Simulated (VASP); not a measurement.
Set up this calculation in VASP 6.6.1, as the native input.

| Quantity | Value |
| --- | --- |
| Task | single point |
| Functional | BHLYP |
| Potentials or basis | VASP PAW PBE potentials, release 64 (Pb_d, S) |
| Cutoff | 520 eV |
| k mesh | 4 × 4 × 4 |
| Occupations | fermi-dirac, width 0.05 eV |
| Spin | no spin polarisation |
| Dipole correction | no |
| Grid for exact exchange (PRECFOCK) | Normal |
| Further INCAR settings | ALGO = Normal; EDIFF = 1e-06; NBANDS = 17 |
| Share of exact exchange | 0.5 |

PbS:

```
Pb S
1.0
     0.00000    2.98539    2.98539
     2.98539    0.00000    2.98539
     2.98539    2.98539    0.00000
Pb S
1 1
Cartesian
  0.0000 0.0000 0.0000
  2.9854 2.9854 2.9854
```

One way to write it, as run:

POSCAR

```
PbS
1.0
    0.0000000000      2.9853913009      2.9853913009
    2.9853913009      0.0000000000      2.9853913009
    2.9853913009      2.9853913009      0.0000000000
Pb S
1 1
Direct
    0.0000000000      0.0000000000      0.0000000000
    0.5000000000      0.5000000000      0.5000000000
```

INCAR.step1

```
PREC = Accurate
ENCUT = 520
EDIFF = 1E-5
ISMEAR = -1
SIGMA = 0.05
LREAL = F
LASPH = T
NELM = 60
ALGO = Normal
ISIF = 2
LWAVE = T
GGA = PE
NBANDS = 17
```

INCAR.step2

```
PREC = Accurate
ENCUT = 520
EDIFF = 1E-6
ISMEAR = -1
SIGMA = 0.05
LREAL = F
LASPH = T
NELM = 60
ALGO = Normal
ISIF = 2
LWAVE = F
LCHARG = T
GGA = B5
LHFCALC = T
AEXX = 0.5
ALDAX = 0.5
AGGAX = 0.5
AGGAC = 1.0
ALDAC = 0.0
PRECFOCK = Normal
LELF = T
LVHAR = T
ISTART = 1
NBANDS = 17
```

KPOINTS

```
Automatic mesh
0
Gamma
  4 4 4
```

Potentials or basis: VASP PAW PBE potentials, release 64 (Pb_d, S).

Launch:

```bash
$ cat potpaw_PBE.64/Pb_d/POTCAR potpaw_PBE.64/S/POTCAR > POTCAR
$ cp INCAR.step1 INCAR
$ mpirun -np 1 vasp_std > vasp.out
$ cp INCAR.step2 INCAR
$ mpirun -np 1 vasp_std > vasp.out
```

Results of the run:

- Pressure: 2.3 GPa
- Band gap on the k mesh: 2.93 eV

Caveat: the k points lie up to 0.46 Å⁻¹ apart; the PAW data sets were made with another functional, which shifts forces and pressure a little; spin-orbit coupling is left out, which moves the levels of the heavy elements.

Wall time 8.1 min on 1 thread of AMD EPYC 7R13 Processor (Zen 3), on a shared host, peak memory 0.16 GiB.
